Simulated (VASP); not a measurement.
# TiSn (Fm-3m) in VASP: notebook

The runs below take TiSn through single point, with PBE.

All numbers are computed with VASP 6.6.1; they aren't measurements. Logs are shortened: lines on timing, memory, paths and dates and some standing lists are left out, and cuts for length are marked.

## 1. The cell of the first run

It takes space group Fm-3m (No. 225, cubic). The conventional cell has a = 5.525 Å, b = 5.525 Å, c = 5.525 Å, α = 90.00°, β = 90.00°, γ = 90.00°. Within 3.6 Å of Ti (site symmetry m-3m) lie 6 Sn at 2.76 Å. Within 3.6 Å of Sn (site symmetry m-3m) lie 6 Ti at 2.76 Å.

## 2. Single point, PBE

INCAR reads:

```
SYSTEM = TiSn
PREC = Accurate
ENCUT = 520
EDIFF = 1E-6
ISMEAR = -1
SIGMA = 0.05
LREAL = .False.
LASPH = .True.
NELM = 80
ALGO = Normal
ISIF = 2
LWAVE = .False.
LCHARG = .False.
GGA = PE
NBANDS = 20
```

KPOINTS reads:

```
regular mesh
0
Gamma
  8 8 8
  0 0 0
```

POSCAR reads:

```
TiSn
1.0
    0.0000000000      2.7627000899      2.7627000899
    2.7627000899      0.0000000000      2.7627000899
    2.7627000899      2.7627000899      0.0000000000
Ti Sn
1 1
Direct
    0.0000000000      0.0000000000      0.0000000000
    0.5000000000      0.5000000000      0.5000000000
```

Potentials or basis: VASP PAW PBE potentials, release 64 (Ti_sv, Sn_d).

Command:

```console
> cat potpaw_PBE.64/Ti_sv/POTCAR potpaw_PBE.64/Sn_d/POTCAR > POTCAR
> mpirun -np 1 vasp_std > vasp.out
```

OUTCAR:

```text
SYSTEM = TiSn
   PREC = Accurate
   ENCUT = 520
   EDIFF = 1E-6
   ISMEAR = -1
   LREAL = .False.
   LASPH = .True.
   NELM = 80
   ISIF = 2
   GGA = PE

 ion  position               nearest neighbor table
   1  0.000  0.000  0.000-   2 2.76   2 2.76   2 2.76   2 2.76   2 2.76   2 2.76
   2  0.500  0.500  0.500-   1 2.76   1 2.76   1 2.76   1 2.76   1 2.76   1 2.76

  LATTYP: Found a face centered cubic cell.
 ALAT       =     5.5254001798

  Lattice vectors:

 A1 = (   0.0000000000,   2.7627000899,   2.7627000899)
 A2 = (   2.7627000899,   0.0000000000,   2.7627000899)
 A3 = (   2.7627000899,   2.7627000899,   0.0000000000)

Analysis of symmetry for initial positions (statically):
=====================================================================
 Subroutine PRICEL returns:
 Original cell was already a primitive cell.

 Routine SETGRP: Setting up the symmetry group for a
 face centered cubic supercell.

 Subroutine GETGRP returns: Found 48 space group operations
 (whereof 48 operations were pure point group operations)
 out of a pool of 48 trial point group operations.

The static configuration has the point symmetry O_h .

Analysis of symmetry for dynamics (positions and initial velocities):
=====================================================================
 Subroutine PRICEL returns:
 Original cell was already a primitive cell.

 Routine SETGRP: Setting up the symmetry group for a
 face centered cubic supercell.

 Subroutine GETGRP returns: Found 48 space group operations
 (whereof 48 operations were pure point group operations)
 out of a pool of 48 trial point group operations.

The dynamic configuration has the point symmetry O_h .

 Subroutine INISYM returns: Found 48 space group operations
 (whereof 48 operations are pure point group operations),
 and found     1 'primitive' translations

----------------------------------------------------------------------------------------

                                     Primitive cell

  volume of cell :      42.1727

  direct lattice vectors                    reciprocal lattice vectors
     0.000000000  2.762700090  2.762700090    -0.180982366  0.180982366  0.180982366
     2.762700090  0.000000000  2.762700090     0.180982366 -0.180982366  0.180982366
     2.762700090  2.762700090  0.000000000     0.180982366  0.180982366 -0.180982366

  length of vectors
     3.907047936  3.907047936  3.907047936     0.313470654  0.313470654  0.313470654

  position of ions in fractional coordinates (direct lattice)
     0.000000000  0.000000000  0.000000000
     0.500000000  0.500000000  0.500000000

  ion indices of the primitive-cell ions
   primitive index   ion index
                 1           1
                 2           2

----------------------------------------------------------------------------------------

 KPOINTS: regular mesh

Automatic generation of k-mesh.
 Grid dimensions read from file:
 generate k-points for:    8    8    8

 Generating k-lattice:

  Cartesian coordinates                     Fractional coordinates (reciprocal lattice)
    -0.022622796  0.022622796  0.022622796     0.125000000  0.000000000  0.000000000
     0.022622796 -0.022622796  0.022622796     0.000000000  0.125000000  0.000000000
     0.022622796  0.022622796 -0.022622796     0.000000000  0.000000000  0.125000000

  Length of vectors
     0.039183832  0.039183832  0.039183832

  Shift w.r.t. Gamma in fractional coordinates (k-lattice)
     0.000000000  0.000000000  0.000000000

 Subroutine IBZKPT returns following result:
 ===========================================

 Found     29 irreducible k-points:

 Following reciprocal coordinates:
            Coordinates               Weight
  0.000000  0.000000  0.000000      1.000000
  0.125000  0.000000  0.000000      8.000000
  0.250000  0.000000  0.000000      8.000000
  0.375000  0.000000  0.000000      8.000000
  0.500000  0.000000  0.000000      4.000000
  0.125000  0.125000  0.000000      6.000000
[... 16 lines left out ...]
  0.500000  0.250000  0.125000     48.000000
 -0.375000  0.250000  0.125000     24.000000
 [... further k-points ...]
   k-points           NKPTS =     29   k-points in BZ     NKDIM =     29   number of bands    NBANDS=     20
   number of dos      NEDOS =    301   number of ions     NIONS =      2
   total plane-waves  NPLWV =  27000
   dimension x,y,z NGX =    30 NGY =   30 NGZ =   30
   dimension x,y,z NGXF=    60 NGYF=   60 NGZF=   60
   ions per type =               1   1
   NGX,Y,Z   is equivalent  to a cutoff of  12.77, 12.77, 12.77 a.u.
   NGXF,Y,Z  is equivalent  to a cutoff of  25.53, 25.53, 25.53 a.u.
 SYSTEM =  TiSn
   PREC   = accura    normal or accurate (medium, high low for compatibility)
   ISTART =      0    job   : 0-new  1-cont  2-samecut
   ICHARG =      2    charge: 1-file 2-atom 10-const
   ISPIN  =      1    spin polarized calculation?
   LNONCOLLINEAR =      F non collinear calculations
   LSORBIT =      F    spin-orbit coupling
   LASPH  =      T    aspherical Exc in radial PAW
   ENCUT  =  520.0 eV  38.22 Ry    6.18 a.u.   7.26  7.26  7.26*2*pi/ulx,y,z
   NELM   =     80;   NELMIN=  2; NELMDL= -5     # of ELM steps
   EDIFF  = 0.1E-05   stopping-criterion for ELM
   LREAL  =      F    real-space projection
   EDIFFG = 0.1E-04   stopping-criterion for IOM
   NSW    =      0    number of steps for IOM
   IBRION =     -1    ionic relax: 0-MD 1-quasi-New 2-CG
   NFREE  =      0    steps in history (QN), initial steepest desc. (CG)
   ISIF   =      2    stress and relaxation
   ISYM   =      2    0-nonsym 1-usesym 2-fastsym
   POTIM  = 0.5000    time-step for ionic-motion
   TEBEG  =    0.0;   TEEND  =   0.0 temperature during run
   PSTRESS=    0.0 pullay stress
   NELECT =      26.0000    total number of electrons
   NUPDOWN=      -1.0000    fix difference up-down
   EMIN   =  10.00;   EMAX   =-10.00  energy-range for DOS
   EFERMI =   0.00;   METHOD = LEGACY
   ISMEAR =    -1;   SIGMA  =   0.05  broadening in eV -4-tet -1-fermi 0-gaus
   EFERMI_NEDOS =   21; number of points for ismear=-14 and -15
   IALGO  =     38    algorithm
   IMIX   =      4    mixing-type and parameters
     AMIX     =   0.40;   BMIX     =  1.00
     AMIX_MAG =   1.60;   BMIX_MAG =  1.00
  volume/ion in A,a.u.               =      21.09       142.30
  Fermi-wavevector in a.u.,A,eV,Ry     =   1.393335  2.633021 26.414111  1.941382
  Thomas-Fermi vector in A             =   2.516991
   LORBIT       =      0    0 simple, 1 ext, 2 COOP (PROOUT), +10 PAW based schemes
   GGA     = PE    functional components
[... 5 lines left out ...]
 non-spin polarized calculation
  energy-cutoff  :      520.00
  volume of cell :       42.17
 maximum number of plane-waves:      1158
 NGX is ok and might be reduce to    30
   NGX = 15   NGY = 15   NGZ = 15

 number of electron      25.9999998 magnetization

 Free energy of the ion-electron system (eV)
  ---------------------------------------------------
  ext. energy  EPLUGINS =         0.00000000
  ---------------------------------------------------
  free energy    TOTEN  =       -11.78657594 eV

  energy without entropy =      -11.77951390  energy(sigma->0) =      -11.78304492

 E-fermi :   8.6610     XC(G=0): -11.0198

 val. band max:        8.6375064692   @ k =   0.3750   0.3750   0.0000
 cond. band min:       8.7642557448   @ k =   0.0000   0.0000   0.0000
 fundamental gap:      0.1267492756
 Fermi energy:         8.6609783869

 k-point     1 :       0.0000    0.0000    0.0000
  band No.  band energies     occupation
      1     -48.5780      2.00000
      2     -24.8484      2.00000
      3     -24.8484      2.00000
      4     -24.8484      2.00000
      5     -12.2522      2.00000
      6     -12.2522      2.00000
[... 12 lines left out ...]
     19      16.5022      0.00000
     20      17.7621      0.00000

 k-point     2 :       0.1250    0.0000    0.0000
  band No.  band energies     occupation
      1     -48.5776      2.00000
      2     -24.8541      2.00000
      3     -24.8499      2.00000
      4     -24.8499      2.00000
      5     -12.2467      2.00000
      6     -12.2467      2.00000
[... 12 lines left out ...]
     19      16.3682      0.00000
     20      18.2257      0.00000

 k-point     3 :       0.2500    0.0000    0.0000
  band No.  band energies     occupation
      1     -48.5767      2.00000
      2     -24.8680      2.00000
      3     -24.8537      2.00000
      4     -24.8537      2.00000
      5     -12.2343      2.00000
      6     -12.2343      2.00000
[... 12 lines left out ...]
     19      15.5110      0.00000
     20      17.7614      0.00000

 k-point     4 :       0.3750    0.0000    0.0000
  band No.  band energies     occupation
      1     -48.5757      2.00000
      2     -24.8818      2.00000
      3     -24.8574      2.00000
      4     -24.8574      2.00000
      5     -12.2229      2.00000
      6     -12.2229      2.00000
[... 12 lines left out ...]
     19      14.6300      0.00000
     20      16.4736      0.00000

 k-point     5 :       0.5000    0.0000    0.0000
  band No.  band energies     occupation
      1     -48.5753      2.00000
      2     -24.8876      2.00000
      3     -24.8590      2.00000
      4     -24.8590      2.00000
      5     -12.2184      2.00000
      6     -12.2184      2.00000
[... 12 lines left out ...]
     19      15.2447      0.00000
     20      15.6822      0.00000
[... 353 lines left out ...]
      6     -12.2283      2.00000
[... 12 lines left out ...]
     19      13.5513      0.00000
     20      16.2809      0.00000

 k-point    22 :       0.3750    0.2500    0.1250
  band No.  band energies     occupation
      1     -48.5760      2.00000
      2     -24.8729      2.00000
      3     -24.8578      2.00000
      4     -24.8566      2.00000
      5     -12.2378      2.00000
      6     -12.2264      2.00000
[... 12 lines left out ...]
     19      15.9374      0.00000
     20      16.7679      0.00000

 k-point    23 :       0.5000    0.2500    0.1250
  band No.  band energies     occupation
      1     -48.5753      2.00000
      2     -24.8792      2.00000
      3     -24.8630      2.00000
      4     -24.8598      2.00000
      5     -12.2353      2.00000
      6     -12.2188      2.00000
[... 12 lines left out ...]
     19      16.0702      0.00000
     20      17.0697      0.00000

 k-point    24 :      -0.3750    0.2500    0.1250
  band No.  band energies     occupation
      1     -48.5750      2.00000
      2     -24.8815      2.00000
      3     -24.8654      2.00000
      4     -24.8611      2.00000
      5     -12.2343      2.00000
      6     -12.2159      2.00000
[... 12 lines left out ...]
     19      15.7979      0.00000
     20      17.1152      0.00000

 [... further k-points ...]
[... 5 lines left out ...]
  --------------------------------------------------------------------------------------
  -------------------------------------------------------------------------------------
  Total        0.9959533      0.9959533      0.9959533      0.0000000      0.0000000     -0.0000000
  in kB       37.8371415     37.8371415     37.8371415      0.0000000      0.0000000     -0.0000000
  external PRESSURE =      37.8371415 kB  Pullay stress =       0.0000000 kB

 VOLUME and BASIS-vectors are now :
 -----------------------------------------------------------------------------
  energy-cutoff  :      520.00
  volume of cell :       42.17
      direct lattice vectors                 reciprocal lattice vectors
     0.000000000  2.762700090  2.762700090    -0.180982366  0.180982366  0.180982366
     2.762700090  0.000000000  2.762700090     0.180982366 -0.180982366  0.180982366
     2.762700090  2.762700090  0.000000000     0.180982366  0.180982366 -0.180982366

 POSITION                                       TOTAL-FORCE (eV/Angst)
 -----------------------------------------------------------------------------------
      0.00000      0.00000      0.00000         0.000000      0.000000      0.000000
      2.76270      2.76270      2.76270         0.000000     -0.000000     -0.000000
 -----------------------------------------------------------------------------------
    total drift:                                0.000000      0.000000      0.000000

  FREE ENERGIE OF THE ION-ELECTRON SYSTEM (eV)
  ---------------------------------------------------
  free  energy   TOTEN  =       -11.7865759362 eV

  energy  without entropy=      -11.7795138992  energy(sigma->0) =      -11.78304492
```

Wall time 24 s (1 thread of Intel Xeon Platinum 8488C (Sapphire Rapids), shared host); peak memory 0.18 GiB.

What came out:

```yaml
Free_energy: -11.7866 eV
Pressure: 3.8 GPa
Band_gap_on_the_k_mesh: zero (band 13 reaches 8.88 eV, above the bottom of band 14 at 8.50 eV)
```

Levels at points of the mesh, in eV from the Fermi level:
| k point | band 9 | band 10 | band 11 | band 12 | band 13 | band 14 | band 15 | band 16 | band 17 | band 18 |
| --- | --- | --- | --- | --- | --- | --- | --- | --- | --- | --- |
| (0.00, 0.00, 0.00) | -20.84 | -9.89 | 0.10 | 0.10 | 0.10 | 0.49 | 0.49 | 3.51 | 3.51 | 3.51 |
| (0.50, 0.00, 0.00) | -20.80 | -7.11 | -4.76 | -1.50 | -1.50 | 1.03 | 1.03 | 1.53 | 5.49 | 6.58 |
| (0.50, 0.50, 0.00) | -20.78 | -7.04 | -3.48 | -1.05 | 0.22 | 0.22 | 0.92 | 1.37 | 1.37 | 2.20 |

Caveat: spin-orbit coupling is left out, which moves the levels of the heavy elements.

## 3. Single point, PBE

This run uses another cell than the first one, of 21.53 Å³/atom, 1.021 times its volume.

INCAR reads:

```
ALGO = Fast ; EDIFF = 1E-6
ENCUT = 520 ; GGA = PE
ISIF = 2 ; ISMEAR = -1
LASPH = T ; LCHARG = F
LREAL = F ; LWAVE = F
NBANDS = 20 ; NELM = 80
PREC = Accurate ; SIGMA = 0.05
```

KPOINTS reads:

```
k-points
0
Gamma
  8 8 8
```

POSCAR reads:

```
TiSn
1.0
    0.0000000000      2.7817537961      2.7817537961
    2.7817537961      0.0000000000      2.7817537961
    2.7817537961      2.7817537961      0.0000000000
Ti Sn
1 1
Direct
    0.0000000000      0.0000000000      0.0000000000
    0.5000000000      0.5000000000      0.5000000000
```

Potentials or basis: VASP PAW PBE potentials, release 64 (Ti_sv, Sn_d).

Command:

```console
> cat potpaw_PBE.64/Ti_sv/POTCAR potpaw_PBE.64/Sn_d/POTCAR > POTCAR
> mpirun -np 1 vasp_std > vasp.out
```

Run time: 45 s. Hardware: 1 thread of Intel Xeon Platinum 8488C (Sapphire Rapids), shared host; peak memory 0.18 GiB.

It converged, with:

| Item | Value |
| --- | --- |
| Free energy | -11.8018 eV |
| Pressure | 1.7 GPa |
| Band gap on the k mesh | zero (band 13 reaches 8.62 eV, above the bottom of band 14 at 8.26 eV) |

Levels at points of the mesh, in eV from the Fermi level:
| k point | band 9 | band 10 | band 11 | band 12 | band 13 | band 14 | band 15 | band 16 | band 17 | band 18 |
| --- | --- | --- | --- | --- | --- | --- | --- | --- | --- | --- |
| (0.00, 0.00, 0.00) | -20.82 | -9.78 | 0.11 | 0.11 | 0.11 | 0.47 | 0.47 | 3.42 | 3.42 | 3.42 |
| (0.50, 0.00, 0.00) | -20.79 | -7.07 | -4.68 | -1.47 | -1.47 | 1.00 | 1.00 | 1.48 | 5.40 | 6.43 |
| (0.50, 0.50, 0.00) | -20.77 | -6.99 | -3.42 | -1.01 | 0.20 | 0.20 | 0.89 | 1.34 | 1.34 | 2.12 |

Caveat: spin-orbit coupling is left out, which moves the levels of the heavy elements.
